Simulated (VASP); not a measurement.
Here is a VASP 6.6.1 calculation.

File INCAR:

```
  PREC = Accurate
  ENCUT = 520
  EDIFF = 1E-7
  ISMEAR = 0
  SIGMA = 0.03
  LREAL = F
  LASPH = T
  NELM = 100
  ALGO = Normal
  ISIF = 2
  LWAVE = F
  LCHARG = F
  GGA = PS
  NBANDS = 16
```

The input KPOINTS:

```
regular mesh
0
Gamma
  10 10 10
```

File POSCAR:

```
Si
1.0
   -2.8238596935      2.8238596935      1.9186812134
    2.8238596935     -2.8238596935      1.9186812134
    2.8238596935      2.8238596935     -1.9186812134
Si
4
Direct
    0.1787304307      0.1787304307      0.3574608614
    0.8212695693      0.8212695693      0.6425391386
    0.1787304307      0.8212695693      0.0000000000
    0.8212695693      0.1787304307      0.0000000000
```

Potentials or basis: VASP PAW PBE potentials, release 64 (Si).

Command:

```console
$ cat potpaw_PBE.64/Si/POTCAR > POTCAR
$ mpirun -np 1 vasp_std > vasp.out
```

Q: Predict the pressure.

A: 55.2 GPa.

Q: Predict the band gap on the k mesh.

A: Zero (bands 8 and 9 overlap by 1.64 eV).

Q: What does it give for the largest force?

A: 6.380 eV/Å.

Forces on the atoms (eV/Å):
```
Si   4.512  4.512  0.000
Si  -4.512 -4.512  0.000
Si  -4.512  4.512  0.000
Si   4.512 -4.512  0.000
```

Caveat: the stress differs along the axes, from 21 to 72 GPa; the PAW data sets were made with another functional, which shifts forces and pressure a little.
